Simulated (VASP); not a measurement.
Input of a VASP 6.6.1 run:

The input INCAR:

```
SYSTEM = Pr
ALGO = Fast
EDIFF = 1E-6
ENCUT = 520
GGA = PS
ISIF = 2
ISMEAR = -1
ISPIN = 2
LASPH = .True.
LCHARG = .False.
LMAXMIX = 6
LORBIT = 11
LREAL = .False.
LWAVE = .False.
MAGMOM = 2
NBANDS = 16
NELM = 150
PREC = Accurate
SIGMA = 0.05
```

The input KPOINTS:

```
k-points
0
Gamma
  9 9 9
  0 0 0
```

The input POSCAR:

```
Pr
1.0
   -2.0973721543      2.0973721543      2.0973721543
    2.0973721543     -2.0973721543      2.0973721543
    2.0973721543      2.0973721543     -2.0973721543
Pr
1
Direct
    0.0000000000      0.0000000000      0.0000000000
```

Potentials or basis: VASP PAW PBE potentials, release 64 (Pr).

Launch:

```bash
$ cat potpaw_PBE.64/Pr/POTCAR > POTCAR
$ mpirun -np 1 vasp_std > vasp.out
```

Q: What does it give for the net moment?

A: 3.02 μB per cell.

Q: Predict the site moments.

A: Pr +2.31 μB.

Q: What does it give for the band gap on the k mesh?

A: Zero (filled and empty bands overlap).

Caveat: the magnetic or orbital state may not be the lowest; spin-orbit coupling is left out, which moves the levels of the heavy elements. The state reached can hang on the start; a lower one may exist.
